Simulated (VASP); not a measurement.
A run of VASP 6.6.1:

Contents of INCAR:

```
SYSTEM = Ag
  PREC = Accurate
  ENCUT = 520
  EDIFF = 1E-7
  ISMEAR = -1
  SIGMA = 0.05
  LREAL = .False.
  LASPH = .True.
  NELM = 60
  ALGO = Fast
  ISIF = 2
  LWAVE = .False.
  LCHARG = .True.
  GGA = PE
  IVDW = 12
  LELF = .True.
  LVHAR = .True.
  NBANDS = 12
```

Contents of KPOINTS:

```
regular mesh
0
Gamma
  11 11 11
  0 0 0
```

POSCAR

```
Ag
1.0
    0.0000000000      2.0151418859      2.0151418859
    2.0151418859      0.0000000000      2.0151418859
    2.0151418859      2.0151418859      0.0000000000
Ag
1
Direct
    0.0000000000      0.0000000000      0.0000000000
```

Potentials or basis: VASP PAW PBE potentials, release 64 (Ag).

Run with:

```sh
$ cat potpaw_PBE.64/Ag/POTCAR > POTCAR
$ mpirun -np 1 vasp_std > vasp.out
```

Hardware: 1 thread of AMD EPYC 7R13 Processor (Zen 3), on a shared host.

**Question.** Estimate the wall time of this run.

**Answer.** Run time: 12 s on 1 thread of AMD EPYC 7R13 Processor (Zen 3), on a shared host, peak memory 0.12 GiB. Counts: scf iterations 12, k points 56.
